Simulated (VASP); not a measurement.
BaScO2F: single point with LDA

BaScO2F:

```
CELL_PARAMETERS angstrom
4.20695 0.00000 0.00000
0.00000 4.20695 0.00000
0.00000 0.00000 4.21141
ATOMIC_POSITIONS crystal
Ba 0.50000 0.50000 0.50000
Sc 0.00000 0.00000 0.00000
O 0.50000 0.00000 0.00000
O 0.00000 0.50000 0.00000
F 0.00000 0.00000 0.50000
```

```yaml
Program: VASP 6.6.1
Task: single point
Functional: LDA
Potentials_or_basis: VASP PAW LDA potentials, release 64 (Ba_sv, Sc_sv, O_h, F_h)
Cutoff: 910 eV
k_mesh: 6 × 6 × 6
Occupations: gaussian, width 0.05 eV
Spin: no spin polarisation
Dipole_correction: no
Further_INCAR_settings: ALGO = Normal; EDIFF = 1e-06; NBANDS = 28
```

| Property | Result |
| --- | --- |
| Pressure | -8.8 GPa |
| Band gap on the k mesh | 2.87 eV (least direct gap 3.25 eV) |

Stress tensor (GPa, compression positive):
```
-8.75  0.00  0.00
 0.00 -8.75  0.00
 0.00  0.00 -8.88
```

Levels at points of the mesh, in eV from the valence-band top:
```
           k point  band 16  band 17  band 18  band 19  band 20  band 21  band 22  band 23  band 24  band 25
(0.00, 0.00, 0.00)    -1.67    -1.15    -1.12    -0.38    -0.38     2.87     2.87     3.11     3.15     3.50
(0.50, 0.00, 0.00)    -1.78    -1.76    -1.74    -1.54    -1.16     3.23     4.58     4.66     4.93     4.98
(0.50, 0.50, 0.00)    -3.55    -2.90    -2.43    -2.43    -0.09     4.16     4.67     4.67     5.36     6.53
(0.00, 0.00, 0.50)    -2.29    -2.29    -1.97    -0.52    -0.52     3.55     4.01     4.01     5.12     5.41
(0.50, 0.00, 0.50)    -2.21    -1.84    -1.24    -1.19    -0.96     3.74     4.94     4.98     5.62     5.88
(0.50, 0.50, 0.50)    -2.88    -2.34    -1.33    -1.33     0.00     4.14     5.11     5.11     5.27     5.27
```

Run time: 100 s on 1 thread of Intel(R) Xeon(R) Platinum 8559C (Emerald Rapids), on a shared host, peak memory 0.37 GiB.

Caveat: the cutoff is under 1.25 times the usual one of these potentials, so pressure, stress and relaxed cells hold a basis-set (Pulay) error; the cell stands under tension; spin-orbit coupling is left out, which moves the levels of the heavy elements. A k mesh can miss the band edges.
